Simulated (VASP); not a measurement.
Input of a VASP 6.6.1 run:

File INCAR:

```
PREC = Accurate
ENCUT = 520
EDIFF = 1E-7
ISMEAR = 0
SIGMA = 0.05
LREAL = F
LASPH = T
NELM = 100
ALGO = Normal
ISIF = 2
LWAVE = F
LCHARG = F
GGA = PE
NBANDS = 26
```

File KPOINTS:

```
regular mesh
0
Gamma
  8 6 4
```

Contents of POSCAR:

```
AlN
1.0
   -1.6567491617      2.8695737234      0.0000000000
    0.0000000000      0.0000000000      4.1874629526
    4.9702474850      2.8695737234      0.0000000000
Al N
4 4
Direct
    0.4582442515      0.7500000000      0.0766955329
    0.0000000000      0.7500000000      0.6666666667
    0.0000000000      0.2500000000      0.3333333333
    0.5000000000      0.2500000000      0.8333333333
    0.5000000000      0.2500000000      0.1666666667
    0.0000000000      0.2500000000      0.6666666667
    0.0000000000      0.7500000000      0.3333333333
    0.5000000000      0.7500000000      0.8333333333
```

Potentials or basis: VASP PAW PBE potentials, release 64 (Al, N).

Launch:

```console
$ cat potpaw_PBE.64/Al/POTCAR potpaw_PBE.64/N/POTCAR > POTCAR
$ mpirun -np 1 vasp_std > vasp.out
```

(1) What does it give for the band gap on the k mesh?

(2) Predict the largest force.

(3) Estimate the pressure.

Results:

(1) 1.91 eV, indirect (least direct gap 1.97 eV).

(2) 28.782 eV/Å.

(3) 19.0 GPa.

Caveat: the cell differs from its parent crystal (atom 1 (Al) moved by -0.378 Å along [1 0 0] and -0.378 Å along [1 2 0]); forces of over 1 eV/Å act on the atoms, so gaps and moduli don't describe the material at rest.
